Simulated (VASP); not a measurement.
# YCu: single point with LDA

Crystal: YCu.

```
Y Cu
1.0
     3.43491    0.00000    0.00000
     0.00000    3.43491    0.00000
     0.00000    0.00000    3.43491
Y Cu
1 1
Direct
  0.00000 0.00000 0.00000
  0.50000 0.50000 0.50000
```

| Quantity | Value |
| --- | --- |
| Program | VASP 6.6.1 |
| Task | single point |
| Functional | LDA |
| Potentials or basis | VASP PAW LDA potentials, release 64 (Y_sv, Cu) |
| Cutoff | 520 eV |
| k mesh | 8 × 8 × 8 |
| Occupations | methfessel-paxton, width 0.15 eV |
| Spin | no spin polarisation |
| Dipole correction | no |
| Further INCAR settings | ALGO = Normal; EDIFF = 1e-06; NBANDS = 18 |

```
Pressure               : -3.6 GPa
Band gap on the k mesh : zero (bands 11 and 12 overlap by 2.43 eV)
```

Levels at points of the mesh, in eV from the Fermi level:
```tsv
k point	band 7	band 8	band 9	band 10	band 11	band 12	band 13	band 14	band 15	band 16
(0.00, 0.00, 0.00)	-3.84	-3.10	-3.10	-3.10	0.33	0.33	4.73	4.73	4.73	6.03
(0.50, 0.00, 0.00)	-3.22	-3.15	-3.15	-3.02	-2.22	0.19	1.66	1.66	4.71	6.22
(0.50, 0.50, 0.00)	-3.38	-3.38	-2.80	-2.25	0.61	0.61	0.78	3.33	3.33	6.05
(0.50, 0.50, 0.50)	-3.33	-2.79	-2.79	-1.82	-1.82	-1.82	1.49	6.21	6.21	6.53
```

Run time: 28 s on 1 thread of Intel(R) Xeon(R) Platinum 8259CL CPU @ 2.50GHz (Skylake/Cascade Lake) (shared host), peak memory 0.17 GiB.

Caveat: the cell stands under tension.
